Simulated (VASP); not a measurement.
Write the native input for VASP 6.6.1 that does the following.

| Property | Result |
| --- | --- |
| Task | single point |
| Functional | PBEsol |
| Potentials or basis | VASP PAW PBE potentials, release 64 (Zn, S) |
| Cutoff | 520 eV |
| k mesh | 6 × 6 × 6 |
| Occupations | gaussian, width 0.01 eV |
| Spin | no spin polarisation |
| Dipole correction | no |
| Further INCAR settings | ALGO = Normal; EDIFF = 1e-06; NBANDS = 36 |

The structure of ZnS lies in POSCAR:

```
ZnS
1.0
    1.8708095234      1.0801123823      9.1934096123
   -1.8708095234      1.0801123823      9.1934096123
    0.0000000000     -2.1602247647      9.1934096123
Zn S
3 3
Direct
    0.9999711400      0.9999711400      0.9999711400
    0.2222694100      0.2222694100      0.2222694100
    0.4446134400      0.4446134400      0.4446134400
    0.0832671700      0.0832671700      0.0832671700
    0.5278423000      0.5278423000      0.5278423000
    0.3053625400      0.3053625400      0.3053625400
```

These files were run (other wordings do the same):

INCAR

```
ALGO = Normal
EDIFF = 1E-6
ENCUT = 520
GGA = PS
ISIF = 2
ISMEAR = 0
LASPH = True
LCHARG = False
LREAL = False
LWAVE = False
NBANDS = 36
NELM = 80
PREC = Accurate
SIGMA = 0.01
```

KPOINTS

```
k-points
0
Gamma
  6 6 6
```

Potentials or basis: VASP PAW PBE potentials, release 64 (Zn, S).

Launch:

```sh
$ cat potpaw_PBE.64/Zn/POTCAR potpaw_PBE.64/S/POTCAR > POTCAR
$ mpirun -np 1 vasp_std > vasp.out
```

Results of the run:

```
Pressure               : 3.1 GPa
Largest force          : 0.009 eV/Å
Band gap on the k mesh : 2.29 eV, direct
```

Caveat: the PAW data sets were made with another functional, which shifts forces and pressure a little.

Run time: 5.7 min on 1 thread of Intel(R) Xeon(R) 6975P-C (Granite Rapids), with other jobs on the host, peak memory 0.65 GiB.
